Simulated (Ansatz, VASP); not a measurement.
## Sr3HfW: VASP beside Ansatz

```
CELL_PARAMETERS angstrom
5.76349 0.00000 0.00000
0.00000 5.76349 0.00000
0.00000 0.00000 5.76349
ATOMIC_POSITIONS crystal
Sr 0.50000 0.00000 0.00000
Sr 0.00000 0.50000 0.00000
Sr 0.00000 0.00000 0.50000
Hf 0.50000 0.50000 0.50000
W 0.00000 0.00000 0.00000
```

Alike in both runs: functional PBE; k mesh 4 × 4 × 4; occupations gaussian, width 0.1 eV; no spin polarisation.

Ansatz relaxed the structure, and its values are those at the end. VASP's run is a single point on that final structure, the one shown.

|  | VASP | Ansatz |
| --- | --- | --- |
| version | VASP 6.6.1 | Ansatz 0.2.0 |
| potentials or method | VASP PAW PBE potentials, release 64 (Sr_sv, Hf_pv, W_sv), cutoff 520 eV | scalar-relativistic, plane waves, PAW |
| valence electrons in the cell | 54 | 70 |

Ansatz gave:

| Quantity | Value |
| --- | --- |
| gap on the k mesh at the Fermi level (eV) | none |
| pressure (GPa) | 0.2 |

Question: Estimate VASP's values.

Answer: gap on the k mesh at the Fermi level (eV): none; pressure (GPa): 0.3.

A gap of «none» marks a metal or a gap that the smearing closes. With one functional, cell and mesh, what is left measures potentials, basis and numerics. VASP's potentials hold 54 valence electrons a cell and Ansatz's 70, so a difference there can come from the potentials and not from the codes.

Neither program's run includes spin-orbit coupling.
